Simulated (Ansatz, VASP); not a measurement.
**Two plane-wave programs on SiMo3**

```
Si Mo
1.0
     4.86159    0.00000    0.00000
     0.00000    4.86159    0.00000
     0.00000    0.00000    4.86159
Si Mo
2 6
Direct
  0.00000 0.00000 0.00000
  0.50000 0.50000 0.50000
  0.22300 0.00000 0.50000
  0.50000 0.69601 0.00000
  0.77700 0.00000 0.50000
  0.50000 0.30399 0.00000
  0.00000 0.50000 0.77700
  0.00000 0.50000 0.22300
```

Change from the starting cell: mode 17 (297.2 1/cm) frozen in, largest displacement +0.263 Å.

Alike in both runs: task single point; functional PBEsol; k mesh 8 × 8 × 8; occupations gaussian, width 0.15 eV; no spin polarisation.

|  | VASP | Ansatz |
| --- | --- | --- |
| version | VASP 6.6.1 | Ansatz 0.2.0 |
| potentials or method | VASP PAW PBE potentials, release 64 (Si, Mo_sv), cutoff 520 eV | scalar-relativistic, plane waves, PAW |
| valence electrons in the cell | 92 | 92 |

```csv
,VASP,Ansatz,Ansatz less VASP
gap on the k mesh at the Fermi level (eV),none,none,-
pressure (GPa),21.9,20.2,-1.68
"traceless stress, the component that is largest in VASP (GPa)",8.40,7.47,-0.933
rms of the force components (eV/Å),4.764,4.480,-0.2834
```

VASP's potentials were made for PBE, not for PBEsol. Atom by atom the forces differ by 0.283 eV/Å (rms over components). A gap of «none» marks a metal or a gap that the smearing closes. With one functional, cell and mesh, what is left measures potentials, basis and numerics.
